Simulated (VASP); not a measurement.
Here is a VASP 6.6.1 calculation.

Contents of INCAR:

```
ALGO     = Normal         # electronic algorithm
EDIFF    = 1E-6           # SCF threshold, eV
ENCUT    = 600            # plane-wave cutoff, eV
GGA      = PE             # functional
GGA_COMPAT= False        
ISIF     = 2              # what is computed and relaxed
ISMEAR   = 0              # smearing method
LASPH    = True           # aspherical terms in the spheres
LCHARG   = False          # write CHGCAR
LREAL    = False          # projectors in reciprocal space
LWAVE    = False          # write WAVECAR
NBANDS   = 11             # bands
NELM     = 120            # most SCF steps
PREC     = Accurate       # precision mode
SIGMA    = 0.01           # smearing width, eV
```

Contents of KPOINTS:

```
k-points
0
Gamma
  8 8 8
```

The input POSCAR:

```
AlN
1.0
    0.0000000000      1.9557848367      1.9557848367
    1.9557848367      0.0000000000      1.9557848367
    1.9557848367      1.9557848367      0.0000000000
Al N
1 1
Direct
    0.0000000000      0.0000000000      0.0000000000
    0.5000000000      0.5000000000      0.5000000000
```

Potentials or basis: VASP PAW PBE potentials, release 64 (Al, N).

Launch:

```console
$ cat potpaw_PBE.64/Al/POTCAR potpaw_PBE.64/N/POTCAR > POTCAR
$ mpirun -np 1 vasp_std > vasp.out
```

Task: What does it give for the pressure?

Result: 37.7 GPa.

Task: Predict the band gap on the k mesh.

Result: 5.12 eV, indirect (least direct gap 7.19 eV).

A k mesh can miss the band edges.
